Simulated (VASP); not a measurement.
# Si (R-3m) in VASP: notebook

The runs below take Si through single point, with PBEsol.

All numbers are computed with VASP 6.6.1; they aren't measurements. Logs are shortened: lines on timing, memory, paths and dates and some standing lists are left out, and cuts for length are marked.

**1. The cell of the first run**

Symmetry: R-3m, No. 166, trigonal system. Conventional cell: a = 3.868 Å, b = 3.868 Å, c = 9.333 Å, α = 90.00°, β = 90.00°, γ = 120.00°. Within 3.1 Å of Si (site symmetry 3m) lie 4 Si at 2.33 to 2.36 Å.

**2. Single point, PBEsol**

INCAR reads:

```
  PREC = Accurate
  ENCUT = 520
  EDIFF = 1E-7
  ISMEAR = 0
  SIGMA = 0.02
  LREAL = False
  LASPH = True
  NELM = 100
  ALGO = Normal
  ISIF = 2
  LWAVE = False
  LCHARG = False
  GGA = PS
  ISYM = 0
  NBANDS = 11
```

KPOINTS reads:

```
Automatic mesh
0
Gamma
  9 9 11
```

POSCAR reads:

```
Si
1.0
    3.8681183727      0.0000000000      0.0000000000
   -1.9340591864      3.3498887756      0.0000000000
    1.9340591864     -1.1166295919      3.1110746411
Si
2
Direct
    0.0000000000      0.0000000000      0.0000000000
    0.7500000000      0.2500000000      0.7500000000
```

Potentials or basis: VASP PAW PBE potentials, release 64 (Si).

Launch:

```console
> cat potpaw_PBE.64/Si/POTCAR > POTCAR
> mpirun -np 1 vasp_std > vasp.out
```

OUTCAR:

```text
PREC = Accurate
   ENCUT = 520
   EDIFF = 1E-7
   ISMEAR = 0
   LREAL = False
   LASPH = True
   NELM = 100
   ISIF = 2
   GGA = PS
   ISYM = 0

 ion  position               nearest neighbor table
   1  0.000  0.000  0.000-   2 2.33   2 2.36   2 2.36   2 2.36
   2  0.750  0.250  0.750-   1 2.33   1 2.36   1 2.36   1 2.36

IMPORTANT INFORMATION: All symmetrisations will be switched off!
NOSYMM: (Re-)initialisation of all symmetry stuff for point group C_1.

----------------------------------------------------------------------------------------

                                     Primitive cell

  volume of cell :      40.3126

  direct lattice vectors                    reciprocal lattice vectors
     3.868118373  0.000000000  0.000000000     0.258523629  0.149258687 -0.107144113
    -1.934059186  3.349888776  0.000000000     0.000000000  0.298517374  0.107144113
     1.934059186 -1.116629592  3.111074641     0.000000000  0.000000000  0.321432339

  length of vectors
     3.868118373  3.868118373  3.829651682     0.317163181  0.317163181  0.321432339

  position of ions in fractional coordinates (direct lattice)
     0.000000000  0.000000000  0.000000000
     0.750000000  0.250000000  0.750000000

  ion indices of the primitive-cell ions
   primitive index   ion index
                 1           1
                 2           2

----------------------------------------------------------------------------------------

 KPOINTS: Automatic mesh

Automatic generation of k-mesh.
 Grid dimensions read from file:
 generate k-points for:    9    9   11

 Generating k-lattice:

  Cartesian coordinates                     Fractional coordinates (reciprocal lattice)
     0.028724848  0.016584299 -0.011904901     0.111111111 -0.000000000  0.000000000
     0.000000000  0.033168597  0.011904901     0.000000000  0.111111111  0.000000000
     0.000000000  0.000000000  0.029221122     0.000000000  0.000000000  0.090909091

  Length of vectors
     0.035240353  0.035240353  0.029221122

  Shift w.r.t. Gamma in fractional coordinates (k-lattice)
     0.000000000  0.000000000  0.000000000

 -----------------------------------------------------------------------------
|                                                                             |
|           W    W    AA    RRRRR   N    N  II  N    N   GGGG   !!!           |
|           W    W   A  A   R    R  NN   N  II  NN   N  G    G  !!!           |
|           W    W  A    A  R    R  N N  N  II  N N  N  G       !!!           |
|           W WW W  AAAAAA  RRRRR   N  N N  II  N  N N  G  GGG   !            |
[... 78 lines left out ...]
   NUPDOWN=      -1.0000    fix difference up-down
   EMIN   =  10.00;   EMAX   =-10.00  energy-range for DOS
   EFERMI =   0.00;   METHOD = LEGACY
   ISMEAR =     0;   SIGMA  =   0.02  broadening in eV -4-tet -1-fermi 0-gaus
   EFERMI_NEDOS =   21; number of points for ismear=-14 and -15
   IALGO  =     38    algorithm
   IMIX   =      4    mixing-type and parameters
     AMIX     =   0.40;   BMIX     =  1.00
     AMIX_MAG =   1.60;   BMIX_MAG =  1.00
  volume/ion in A,a.u.               =      20.16       136.02
  Fermi-wavevector in a.u.,A,eV,Ry     =   0.954900  1.804500 12.406259  0.911834
  Thomas-Fermi vector in A             =   2.083689
   LORBIT       =      0    0 simple, 1 ext, 2 COOP (PROOUT), +10 PAW based schemes
   GGA     = PS    functional components
   LHFCALC =     F    Hartree Fock is set to
   AEXX    =    0.0000 exact exchange contribution
   IVDW    =     0    specifies the selected vdW correction
   LEPSILON=     F    determine dielectric tensor
   LRPA    =     F    only Hartree local field effects (RPA)
 non-spin polarized calculation
 Gauss-broadening in eV      SIGMA  =   0.02
  energy-cutoff  :      520.00
  volume of cell :       40.31
 maximum number of plane-waves:      1100
 NGX is ok and might be reduce to    30
   NGX = 15   NGY = 15   NGZ = 15

 number of electron       8.0000000 magnetization

 Free energy of the ion-electron system (eV)
  ---------------------------------------------------
  ext. energy  EPLUGINS =         0.00000000
  ---------------------------------------------------
  free energy    TOTEN  =       -11.48833616 eV

  energy without entropy =      -11.48833616  energy(sigma->0) =      -11.48833616

 E-fermi :   5.8900     XC(G=0):  -9.5276

 val. band max:        5.7430691578   @ k =   0.0000   0.0000   0.0000
 cond. band min:       6.1931202670   @ k =  -0.4444   0.4444   0.0000
 fundamental gap:      0.4500511093
 Fermi energy:         5.8899567909

 k-point     1 :       0.0000    0.0000    0.0000
  band No.  band energies     occupation
      1      -6.2226      2.00000
      2       5.7112      2.00000
      3       5.7112      2.00000
      4       5.7431      2.00000
      5       8.1598      0.00000
      6       8.1598      0.00000
      7       8.3428      0.00000
      8       9.0191      0.00000
      9      13.4086      0.00000
     10      13.4086      0.00000
     11      13.4090      0.00000
[... 309 lines left out ...]
 k-point    24 :       0.0000    0.3333   -0.0000
  band No.  band energies     occupation
      1      -4.8621      2.00000
      2       0.3633      2.00000
      3       4.7428      2.00000
      4       4.7439      2.00000
      5       7.4329      0.00000
      6       9.0916      0.00000
      7       9.2721      0.00000
      8      13.3954      0.00000
      9      13.5664      0.00000
     10      13.7426      0.00000
     11      14.6713      0.00000

 [... further k-points ...]

------------------------ aborting loop because EDIFF is reached ----------------------------------------

  FORCE on cell =-STRESS in cart. coord.  units (eV):
  Direction    XX          YY          ZZ          XY          YZ          ZX
  --------------------------------------------------------------------------------------
  -------------------------------------------------------------------------------------
  Total       -0.3466842     -0.3466891      0.4342338     -0.0000038     -0.0002852      0.0004935
  in kB      -13.7785679    -13.7787603     17.2581272     -0.0001498     -0.0113331      0.0196146
  external PRESSURE =      -3.4330670 kB  Pullay stress =       0.0000000 kB

 VOLUME and BASIS-vectors are now :
 -----------------------------------------------------------------------------
  energy-cutoff  :      520.00
  volume of cell :       40.31
      direct lattice vectors                 reciprocal lattice vectors
     3.868118373  0.000000000  0.000000000     0.258523629  0.149258687 -0.107144113
    -1.934059186  3.349888776  0.000000000     0.000000000  0.298517374  0.107144113
     1.934059186 -1.116629592  3.111074641     0.000000000  0.000000000  0.321432339

 POSITION                                       TOTAL-FORCE (eV/Angst)
 -----------------------------------------------------------------------------------
      0.00000      0.00000      0.00000         0.000066     -0.000038     -0.177228
      3.86812     -0.00000      2.33331        -0.000066      0.000038      0.177228
 -----------------------------------------------------------------------------------
    total drift:                               -0.000000      0.000000      0.000000

  FREE ENERGIE OF THE ION-ELECTRON SYSTEM (eV)
  ---------------------------------------------------
  free  energy   TOTEN  =       -11.4883361601 eV

  energy  without entropy=      -11.4883361601  energy(sigma->0) =      -11.48833616
```

It took 4.3 min on 1 thread of Intel Xeon Platinum 8175M at 2.50GHz (Skylake/Cascade Lake), shared host; peak memory 0.27 GiB.

Results:

```
Free energy            : -11.4883 eV
Pressure               : -0.3 GPa
Largest force          : 0.177 eV/Å
Band gap on the k mesh : 0.45 eV (least direct gap 2.42 eV)
```

Forces on the atoms (eV/Å):
```
Si   0.000  0.000 -0.177
Si   0.000  0.000  0.177
```

Caveat: the PAW data sets were made with another functional, which shifts forces and pressure a little; an odd mesh through Γ misses points on the zone boundary, where band edges can lie.

**3. Single point, PBEsol**

This run uses another cell than the first one, of 20.26 Å³/atom.

INCAR reads:

```
  PREC = Accurate
  ENCUT = 520
  EDIFF = 1E-6
  ISMEAR = 0
  SIGMA = 0.02
  LREAL = F
  LASPH = T
  NELM = 80
  ALGO = Normal
  ISIF = 2
  LWAVE = F
  LCHARG = F
  GGA = PS
  ISYM = 0
  NBANDS = 11
```

KPOINTS is that of step 2.

POSCAR reads:

```
Si
1.0
    3.8681183720      0.0000000005      0.0000755863
   -1.9340591856      3.3498887752     -0.0000755863
    1.9341199789     -1.1166646905      3.1270996378
Si
2
Direct
    0.0004197090     -0.0004197090     -0.0012634485
    0.7495802910      0.2504197090      0.7512634485
```

Potentials or basis: VASP PAW PBE potentials, release 64 (Si).

Launch:

```console
> cat potpaw_PBE.64/Si/POTCAR > POTCAR
> mpirun -np 1 vasp_std > vasp.out
```

It took 4.2 min on 1 thread of Intel Xeon Platinum 8175M at 2.50GHz (Skylake/Cascade Lake), shared host; peak memory 0.28 GiB.

It converged, with:

| Quantity | Value |
| --- | --- |
| Free energy | -11.4903 eV |
| Pressure | -0.8 GPa |
| Largest force | 0.007 eV/Å |
| Band gap on the k mesh | 0.42 eV (least direct gap 2.42 eV) |

Forces in eV/Å, atoms in the order of the input:
```
Si   0.000  0.000 -0.007
Si   0.000  0.000  0.007
```

Stress tensor (GPa, compression positive):
```
-1.32  0.00  0.00
 0.00 -1.32  0.00
 0.00  0.00  0.14
```

Levels at points of the mesh, in eV from the valence-band top:
```tsv
k point	band 1	band 2	band 3	band 4	band 5	band 6	band 7	band 8
(0.00, 0.00, 0.00)	-11.97	-0.09	-0.09	0.00	2.42	2.42	2.51	3.15
```

Caveat: the PAW data sets were made with another functional, which shifts forces and pressure a little; an odd mesh through Γ misses points on the zone boundary, where band edges can lie.
